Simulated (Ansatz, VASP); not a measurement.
# Hf in VASP and in Ansatz

File INCAR:

```
SYSTEM = Hf
PREC = Accurate
ENCUT = 500
EDIFF = 1E-7
ISMEAR = -1
SIGMA = 0.1
LREAL = .FALSE.
LASPH = .TRUE.
NELM = 120
ALGO = Normal
ISIF = 3
LWAVE = .FALSE.
LCHARG = .FALSE.
GGA = PS
IBRION = 2
NSW = 100
EDIFFG = -0.002
GGA_COMPAT = .FALSE.
NELMIN = 4
```

KPOINTS

```
Automatic mesh
0
G
  18 18 10
  0 0 0
```

The input POSCAR:

```
Hf
1.0
    3.1967000000      0.0000000000      0.0000000000
   -1.5983500000      2.7684234083      0.0000000000
    0.0000000000      0.0000000000      5.0578000000
Hf
2
Direct
    0.3333333333      0.6666666667      0.2500000000
    0.6666666667      0.3333333333      0.7500000000
```

Input for Ansatz:

```yaml
crystal:
  lattice:
    - [3.19670000001, 0.0, 0.0]
    - [-1.59835, 2.76842340829, 0.0]
    - [0.0, 0.0, 5.0578]
  atoms:
    - { symbol: Hf, position: [0.333333333333, 0.666666666667, 0.25] }
    - { symbol: Hf, position: [0.666666666667, 0.333333333333, 0.75] }
kpoints:
  mp_grid: { grid: [18, 18, 10] }
scf:
  occupations: { method: fermi_dirac, width: 0.1 }
hamiltonian:
  xc: pbesol
  pseudopotentials: { kind: paw }
relax:
  f_tol: 0.002
  max_steps: 80
  cell: {}
output:
  forces: true
  stress: true
```

Alike in both runs: task relaxation of cell and atoms; functional PBEsol; k mesh 18 × 18 × 10; occupations fermi-dirac, width 0.1 eV; no spin polarisation.

|  | VASP | Ansatz |
| --- | --- | --- |
| version | VASP 6.6.1 | Ansatz 0.2.0 |
| potentials or method | VASP PAW PBE potentials, release 64 (Hf_pv) | PAW with Ansatz's default frozen-core files, scalar-relativistic |
| plane-wave cutoff (eV) | 500 | 420 |
| valence electrons in the cell | 20 | 52 |

Ansatz gave:

* relaxed volume (Å³/atom): 21.61
* relaxed cell length with the largest relative difference (Å): 5.004

Q: Estimate VASP's values.

A: Relaxed volume (Å³/atom): 21.54; relaxed cell length with the largest relative difference (Å): 4.997.

VASP's potentials were made for PBE, not for PBEsol. VASP's potentials hold 20 valence electrons a cell and Ansatz's 52, so a difference there can come from the potentials and not from the codes.

Spin-orbit coupling is off throughout.
